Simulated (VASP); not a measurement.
# TiTe2 in VASP: notebook

TiTe2 is run at these levels: PBE; tasks: single point.

Program: VASP 6.6.1. These are calculated values, not measurements. Logs are shortened: lines on timing, memory, paths and dates and some standing lists are left out, and cuts for length are marked.

## 1. The cell of the first run

The cell holds a slab with vacuum, 6 atoms: a = 3.777 Å, b = 3.777 Å, c = 25.288 Å, α = 90.00°, β = 90.00°, γ = 120.00°.

## 2. Single point, PBE

Input file INCAR:

```
SYSTEM = TiTe2
PREC = Accurate
ENCUT = 520
EDIFF = 1E-6
ISMEAR = 1
SIGMA = 0.15
LREAL = .False.
LASPH = .True.
NELM = 100
ALGO = Normal
ISIF = 2
LWAVE = .False.
LCHARG = .True.
LDIPOL = .True.
IDIPOL = 3
DIPOL = 0.5 0.5 0.491
GGA = PE
LELF = .True.
LVHAR = .True.
LVACPOTAV = .True.
NBANDS = 33
```

Input file KPOINTS:

```
regular mesh
0
Gamma
  6 6 1
  0 0 0
```

Input file POSCAR:

```
TiTe2
1.0
    3.7770000000      0.0000000000      0.0000000000
   -1.8885000000      3.2709779501      0.0000000000
    0.0000000000      0.0000000000     25.2883256000
Ti Te
2 4
Direct
    0.0000000000      0.0000000000      0.2768075716
    0.0000000000      0.0000000000      0.5337640860
    0.6666670000      0.3333330000      0.3443357436
    0.3333330000      0.6666670000      0.4662359140
    0.6666670000      0.3333330000      0.6012922580
    0.3333330000      0.6666670000      0.7231924284
```

Potentials or basis: VASP PAW PBE potentials, release 64 (Ti_sv, Te).

Command:

```sh
cat potpaw_PBE.64/Ti_sv/POTCAR potpaw_PBE.64/Te/POTCAR > POTCAR
mpirun -np 1 vasp_std > vasp.out
```

OUTCAR:

```text
SYSTEM = TiTe2
   PREC = Accurate
   ENCUT = 520
   EDIFF = 1E-6
   ISMEAR = 1
   LREAL = .False.
   LASPH = .True.
   NELM = 100
   ISIF = 2
   GGA = PE

 ion  position               nearest neighbor table
   1  0.000  0.000  0.277-   3 2.77   3 2.77   3 2.77
   2  0.000  0.000  0.534-   4 2.77   5 2.77   4 2.77   5 2.77   4 2.77   5 2.77
   3  0.667  0.333  0.344-   1 2.77   1 2.77   1 2.77
   4  0.333  0.667  0.466-   2 2.77   2 2.77   2 2.77
   5  0.667  0.333  0.601-   2 2.77   2 2.77   2 2.77
   6  0.333  0.667  0.723-

  LATTYP: Found a hexagonal cell.
 ALAT       =     3.7770000000
 C/A-ratio  =     6.6953469950

  Lattice vectors:

 A1 = (   3.7770000000,   0.0000000000,   0.0000000000)
 A2 = (  -1.8885000000,   3.2709779501,   0.0000000000)
 A3 = (   0.0000000000,   0.0000000000,  25.2883256000)

Analysis of symmetry for initial positions (statically):
=====================================================================
 Subroutine PRICEL returns:
 Original cell was already a primitive cell.

 Routine SETGRP: Setting up the symmetry group for a
 hexagonal supercell.

 Subroutine GETGRP returns: Found  6 space group operations
 (whereof  6 operations were pure point group operations)
 out of a pool of 24 trial point group operations.

The static configuration has the point symmetry C_3v.

Analysis of symmetry for dynamics (positions and initial velocities):
=====================================================================
 Subroutine PRICEL returns:
 Original cell was already a primitive cell.

 Routine SETGRP: Setting up the symmetry group for a
 hexagonal supercell.

 Subroutine GETGRP returns: Found  6 space group operations
 (whereof  6 operations were pure point group operations)
 out of a pool of 24 trial point group operations.

The dynamic configuration has the point symmetry C_3v.

 Subroutine INISYM returns: Found  6 space group operations
 (whereof  6 operations are pure point group operations),
 and found     1 'primitive' translations

----------------------------------------------------------------------------------------

                                     Primitive cell

  volume of cell :     312.4242

  direct lattice vectors                    reciprocal lattice vectors
     3.777000000  0.000000000  0.000000000     0.264760392  0.152859484  0.000000000
    -1.888500000  3.270977950  0.000000000     0.000000000  0.305718967  0.000000000
     0.000000000  0.000000000 25.288325600     0.000000000  0.000000000  0.039543939

  length of vectors
     3.777000000  3.777000000 25.288325600     0.305718967  0.305718967  0.039543939

  position of ions in fractional coordinates (direct lattice)
     0.000000000  0.000000000  0.276807572
     0.000000000  0.000000000  0.533764086
     0.666667000  0.333333000  0.344335744
     0.333333000  0.666667000  0.466235914
     0.666667000  0.333333000  0.601292258
     0.333333000  0.666667000  0.723192428

  ion indices of the primitive-cell ions
   primitive index   ion index
                 1           1
                 2           2
                 3           3
                 4           4
                 5           5
                 6           6

----------------------------------------------------------------------------------------

 KPOINTS: regular mesh

Automatic generation of k-mesh.
 Grid dimensions read from file:
 generate k-points for:    6    6    1

 Generating k-lattice:

  Cartesian coordinates                     Fractional coordinates (reciprocal lattice)
     0.044126732  0.025476581  0.000000000     0.166666667  0.000000000  0.000000000
     0.000000000  0.050953161  0.000000000     0.000000000  0.166666667  0.000000000
     0.000000000  0.000000000  0.039543939     0.000000000  0.000000000  1.000000000

  Length of vectors
     0.050953161  0.050953161  0.039543939

  Shift w.r.t. Gamma in fractional coordinates (k-lattice)
     0.000000000  0.000000000  0.000000000

 Subroutine IBZKPT returns following result:
 ===========================================

 Found      7 irreducible k-points:

 Following reciprocal coordinates:
            Coordinates               Weight
  0.000000  0.000000  0.000000      1.000000
  0.166667 -0.000000  0.000000      6.000000
  0.333333  0.000000  0.000000      6.000000
  0.500000 -0.000000  0.000000      3.000000
  0.166667  0.166667  0.000000      6.000000
  0.333333  0.166667  0.000000     12.000000
  0.333333  0.333333  0.000000      2.000000
   k-points           NKPTS =      7   k-points in BZ     NKDIM =      7   number of bands    NBANDS=     33
   number of dos      NEDOS =    301   number of ions     NIONS =      6
   total plane-waves  NPLWV = 150528
   dimension x,y,z NGX =    28 NGY =   28 NGZ =  192
   dimension x,y,z NGXF=    56 NGYF=   56 NGZF=  384
   ions per type =               2   4
   NGX,Y,Z   is equivalent  to a cutoff of  12.32, 12.32, 12.62 a.u.
   NGXF,Y,Z  is equivalent  to a cutoff of  24.65, 24.65, 25.24 a.u.
 SYSTEM =  TiTe2
   PREC   = accura    normal or accurate (medium, high low for compatibility)
   ISTART =      0    job   : 0-new  1-cont  2-samecut
   ICHARG =      2    charge: 1-file 2-atom 10-const
   ISPIN  =      1    spin polarized calculation?
   LNONCOLLINEAR =      F non collinear calculations
   LSORBIT =      F    spin-orbit coupling
   LASPH  =      T    aspherical Exc in radial PAW
   ENCUT  =  520.0 eV  38.22 Ry    6.18 a.u.   7.02  7.02 47.02*2*pi/ulx,y,z
   NELM   =    100;   NELMIN=  2; NELMDL= -5     # of ELM steps
   EDIFF  = 0.1E-05   stopping-criterion for ELM
   LREAL  =      F    real-space projection
   EDIFFG = 0.1E-04   stopping-criterion for IOM
   NSW    =      0    number of steps for IOM
   IBRION =     -1    ionic relax: 0-MD 1-quasi-New 2-CG
   NFREE  =      0    steps in history (QN), initial steepest desc. (CG)
   ISIF   =      2    stress and relaxation
   ISYM   =      2    0-nonsym 1-usesym 2-fastsym
   POTIM  = 0.5000    time-step for ionic-motion
   TEBEG  =    0.0;   TEEND  =   0.0 temperature during run
   PSTRESS=    0.0 pullay stress
   NELECT =      48.0000    total number of electrons
   NUPDOWN=      -1.0000    fix difference up-down
   EMIN   =  10.00;   EMAX   =-10.00  energy-range for DOS
   EFERMI =   0.00;   METHOD = LEGACY
   ISMEAR =     1;   SIGMA  =   0.15  broadening in eV -4-tet -1-fermi 0-gaus
   EFERMI_NEDOS =   21; number of points for ismear=-14 and -15
   IALGO  =     38    algorithm
   IMIX   =      4    mixing-type and parameters
     AMIX     =   0.40;   BMIX     =  1.00
     AMIX_MAG =   1.60;   BMIX_MAG =  1.00
  volume/ion in A,a.u.               =      52.07       351.39
  Fermi-wavevector in a.u.,A,eV,Ry     =   0.876813  1.656936 10.460175  0.768801
  Thomas-Fermi vector in A             =   1.996675
   LORBIT       =      0    0 simple, 1 ext, 2 COOP (PROOUT), +10 PAW based schemes
   GGA     = PE    functional components
   LHFCALC =     F    Hartree Fock is set to
   AEXX    =    0.0000 exact exchange contribution
   IVDW    =     0    specifies the selected vdW correction
   LEPSILON=     F    determine dielectric tensor
   LRPA    =     F    only Hartree local field effects (RPA)
 non-spin polarized calculation
 Methfessel and Paxton  Order N= 1 SIGMA  =   0.15
  energy-cutoff  :      520.00
  volume of cell :      312.42
 maximum number of plane-waves:      8441
 NGX is ok and might be reduce to    28
   NGX = 13   NGY = 13   NGZ = 95

 dipolmoment           0.000000      0.000000     -0.107825 electrons x Angstroem

 number of electron      47.9999987 magnetization

 dipolmoment           0.000000      0.000000      0.148734 electrons x Angstroem

 Free energy of the ion-electron system (eV)
  ---------------------------------------------------
  ext. energy  EPLUGINS =         0.00000000
  ---------------------------------------------------
  free energy    TOTEN  =       -28.39334569 eV

  energy without entropy =      -28.38993600  energy(sigma->0) =      -28.39220913

 E-fermi :   1.2230     XC(G=0):  -5.8927

 val. band max:        1.2206419403   @ k =   0.5000  -0.0000   0.0000
 cond. band min:       1.2909864479   @ k =   0.3333   0.0000   0.0000
 fundamental gap:      0.0703445076
 Fermi energy:         1.2229987066

 k-point     1 :       0.0000    0.0000    0.0000
  band No.  band energies     occupation
      1     -56.3401      2.00000
      2     -56.0237      2.00000
      3     -32.7141      2.00000
      4     -32.5254      2.00000
      5     -32.5254      2.00000
      6     -32.2704      2.00000
[... 25 lines left out ...]
     32       3.6819     -0.00000
     33       3.6819     -0.00000

 k-point     2 :       0.1667   -0.0000    0.0000
  band No.  band energies     occupation
      1     -56.3395      2.00000
      2     -56.0229      2.00000
      3     -32.7125      2.00000
      4     -32.5343      2.00000
      5     -32.5276      2.00000
      6     -32.2809      2.00000
[... 25 lines left out ...]
     32       3.4480     -0.00000
     33       3.5735     -0.00000

 k-point     3 :       0.3333    0.0000    0.0000
  band No.  band energies     occupation
      1     -56.3382      2.00000
      2     -56.0215      2.00000
      3     -32.7093      2.00000
      4     -32.5521      2.00000
      5     -32.5319      2.00000
      6     -32.3018      2.00000
[... 25 lines left out ...]
     32       3.3103     -0.00000
     33       3.7159     -0.00000

 k-point     4 :       0.5000   -0.0000    0.0000
  band No.  band energies     occupation
      1     -56.3376      2.00000
      2     -56.0207      2.00000
      3     -32.7077      2.00000
      4     -32.5610      2.00000
      5     -32.5340      2.00000
      6     -32.3122      2.00000
[... 25 lines left out ...]
     32       3.0674     -0.00000
     33       3.8492     -0.00000

 k-point     5 :       0.1667    0.1667    0.0000
  band No.  band energies     occupation
      1     -56.3385      2.00000
      2     -56.0218      2.00000
      3     -32.7101      2.00000
      4     -32.5460      2.00000
      5     -32.5324      2.00000
      6     -32.2945      2.00000
[... 25 lines left out ...]
     32       3.2233     -0.00000
     33       3.5379     -0.00000

 k-point     6 :       0.3333    0.1667    0.0000
  band No.  band energies     occupation
      1     -56.3376      2.00000
      2     -56.0207      2.00000
      3     -32.7077      2.00000
      4     -32.5565      2.00000
      5     -32.5385      2.00000
      6     -32.3067      2.00000
[... 25 lines left out ...]
     32       3.0880     -0.00000
     33       3.7249     -0.00000

 k-point     7 :       0.3333    0.3333    0.0000
  band No.  band energies     occupation
      1     -56.3372      2.00000
      2     -56.0203      2.00000
      3     -32.7069      2.00000
      4     -32.5522      2.00000
      5     -32.5483      2.00000
      6     -32.2993      2.00000
[... 25 lines left out ...]
     32       3.2681     -0.00000
     33       3.9904     -0.00000

------------------------ aborting loop because EDIFF is reached ----------------------------------------

  FORCE on cell =-STRESS in cart. coord.  units (eV):
  Direction    XX          YY          ZZ          XY          YZ          ZX
  --------------------------------------------------------------------------------------
  -------------------------------------------------------------------------------------
  Total       -4.4505340     -4.4505340     -1.4839947      0.0000000      0.0000000      0.0000000
  in kB      -22.8232784    -22.8232784     -7.6102382      0.0000000      0.0000000      0.0000000
  external PRESSURE =     -17.7522650 kB  Pullay stress =       0.0000000 kB

 VOLUME and BASIS-vectors are now :
 -----------------------------------------------------------------------------
  energy-cutoff  :      520.00
  volume of cell :      312.42
      direct lattice vectors                 reciprocal lattice vectors
     3.777000000  0.000000000  0.000000000     0.264760392  0.152859484  0.000000000
    -1.888500000  3.270977950  0.000000000     0.000000000  0.305718967  0.000000000
     0.000000000  0.000000000 25.288325600     0.000000000  0.000000000  0.039543939

 POSITION                                       TOTAL-FORCE (eV/Angst)
 -----------------------------------------------------------------------------------
      0.00000      0.00000      7.00000         0.000000      0.000000      0.894798
      0.00000      0.00000     13.49800         0.000000     -0.000000      0.171943
      1.88850      1.09032      8.70767        -0.000000      0.000000     -0.954053
     -0.00000      2.18065     11.79033        -0.000000      0.000000     -0.087686
      1.88850      1.09032     15.20567         0.000000     -0.000000      0.093657
     -0.00000      2.18065     18.28833        -0.000000      0.000000     -0.118660
 -----------------------------------------------------------------------------------
    total drift:                                0.000132     -0.000076      0.001661

  FREE ENERGIE OF THE ION-ELECTRON SYSTEM (eV)
  ---------------------------------------------------
  free  energy   TOTEN  =       -28.3933456945 eV

  energy  without entropy=      -28.3899360029  energy(sigma->0) =      -28.39220913

 vacuum level on the upper side and lower side of the slab         7.060         4.876
```

Wall time 3.7 min (1 thread of Intel Xeon Platinum 8375C at 2.90GHz (Ice Lake), shared host); peak memory 0.41 GiB.

What came out:

| Quantity | Value |
| --- | --- |
| Free energy | -28.3933 eV |
| Largest force | 0.954 eV/Å |
| Band gap on the k mesh | zero (band 24 reaches 1.83 eV, above the bottom of band 25 at 1.13 eV) |

Forces in eV/Å, atoms in the order of the input:
```
Ti   0.000  0.000  0.895
Ti   0.000  0.000  0.172
Te   0.000  0.000 -0.954
Te   0.000  0.000 -0.088
Te   0.000  0.000  0.094
Te   0.000  0.000 -0.119
```

Caveat: spin-orbit coupling is left out, which moves the levels of the heavy elements.

(Continued in part 2 of 2.)
